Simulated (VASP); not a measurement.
Write the native input for VASP 6.6.1 that does the following.

```
Task                   : single point
Functional             : r2SCAN
Potentials or basis    : VASP PAW PBE potentials, release 64 (Si, Ge_d)
Cutoff                 : 520 eV
k mesh                 : 8 × 8 × 8
Occupations            : gaussian, width 0.02 eV
Spin                   : no spin polarisation
Dipole correction      : no
Further INCAR settings : ALGO = Normal; EDIFF = 1e-06; NBANDS = 31
```

Si7Ge:

```
Si Ge
1.0
     5.19429    0.00000    0.00000
     0.00000    5.19429    0.00000
     0.00000    0.00000    5.19429
Si Ge
7 1
Direct
  0.25239 0.25239 0.25239
  0.00000 0.50000 0.50000
  0.50000 0.50000 0.00000
  0.50000 0.00000 0.50000
  0.74761 0.25239 0.74761
  0.74761 0.74761 0.25239
  0.25239 0.74761 0.74761
  0.00000 0.00000 0.00000
```

One way to write it, as run:

POSCAR

```
Si7Ge
1.0
    5.1942862369      0.0000000000      0.0000000000
    0.0000000000      5.1942862369      0.0000000000
    0.0000000000      0.0000000000      5.1942862369
Si Ge
7 1
Direct
    0.2523938739      0.2523938739      0.2523938739
    0.0000000000      0.5000000000      0.5000000000
    0.5000000000      0.5000000000      0.0000000000
    0.5000000000      0.0000000000      0.5000000000
    0.7476061261      0.2523938739      0.7476061261
    0.7476061261      0.7476061261      0.2523938739
    0.2523938739      0.7476061261      0.7476061261
    0.0000000000      0.0000000000      0.0000000000
```

INCAR.step1

```
SYSTEM = Si7Ge
ALGO = Normal ; EDIFF = 1E-4
ENCUT = 520 ; GGA = PE
ISMEAR = 0 ; LASPH = .True.
LCHARG = .False. ; LREAL = .False.
LWAVE = .True. ; NBANDS = 31
NELM = 100 ; PREC = Accurate
SIGMA = 0.02
```

INCAR.step2

```
SYSTEM = Si7Ge
ALGO = Normal ; EDIFF = 1E-6
ENCUT = 520 ; ISIF = 2
ISMEAR = 0 ; ISTART = 1
LASPH = .True. ; LCHARG = .False.
LMIXTAU = .True. ; LREAL = .False.
LWAVE = .False. ; METAGGA = R2SCAN
NBANDS = 31 ; NELM = 100
PREC = Accurate ; SIGMA = 0.02
```

KPOINTS

```
k-points
0
Gamma
  8 8 8
  0 0 0
```

Potentials or basis: VASP PAW PBE potentials, release 64 (Si, Ge_d).

Command:

```sh
$ cat potpaw_PBE.64/Si/POTCAR potpaw_PBE.64/Ge_d/POTCAR > POTCAR
$ cp INCAR.step1 INCAR
$ mpirun -np 1 vasp_std > vasp.out
$ cp INCAR.step2 INCAR
$ mpirun -np 1 vasp_std > vasp.out
```

It gave:

```
Pressure               : 19.8 GPa
Largest force          : 0.019 eV/Å
Band gap on the k mesh : 0.25 eV
```

Caveat: the cell stands under pressure; the PAW data sets were made with another functional, which shifts forces and pressure a little.

It took 12 min on 1 thread of Intel Xeon 8259CL, on a shared host, peak memory 0.33 GiB.
